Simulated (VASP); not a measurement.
A run of VASP 6.6.1:

Contents of INCAR:

```
SYSTEM = PbO2
PREC     = Accurate       ! precision mode
ENCUT    = 520            ! plane-wave cutoff, eV
EDIFF    = 1E-6           ! SCF threshold, eV
ISMEAR   = -1             ! smearing method
SIGMA    = 0.02           ! smearing width, eV
LREAL    = .False.        ! projectors in reciprocal space
LASPH    = .True.         ! aspherical terms in the spheres
NELM     = 60             ! most SCF steps
ALGO     = Normal         ! electronic algorithm
ISIF     = 2              ! what is computed and relaxed
LWAVE    = .False.        ! write WAVECAR
LCHARG   = .False.        ! write CHGCAR
NBANDS   = 20             ! bands
```

The input KPOINTS:

```
Automatic mesh
0
Gamma
  14 14 14
  0 0 0
```

File POSCAR:

```
PbO2
1.0
    0.0000000000      2.5700000000      2.5700000000
    2.5700000000      0.0000000000      2.5700000000
    2.5700000000      2.5700000000      0.0000000000
Pb O
1 2
Direct
    0.0000000000      0.0000000000      0.0000000000
    0.2500000000      0.2500000000      0.2500000000
    0.7500000000      0.7500000000      0.7500000000
```

Potentials or basis: VASP PAW LDA potentials, release 64 (Pb_d, O).

Run with:

```sh
$ cat potpaw_LDA.64/Pb_d/POTCAR potpaw_LDA.64/O/POTCAR > POTCAR
$ mpirun -np 1 vasp_std > vasp.out
```

Hardware: 1 thread of Intel(R) Xeon(R) Platinum 8488C (Sapphire Rapids), on a shared host.

Task: Estimate the wall time of this run.

Result: Wall time 40 s on 1 thread of Intel(R) Xeon(R) Platinum 8488C (Sapphire Rapids), on a shared host, peak memory 0.18 GiB. Counts: scf iterations 13, k points 104.
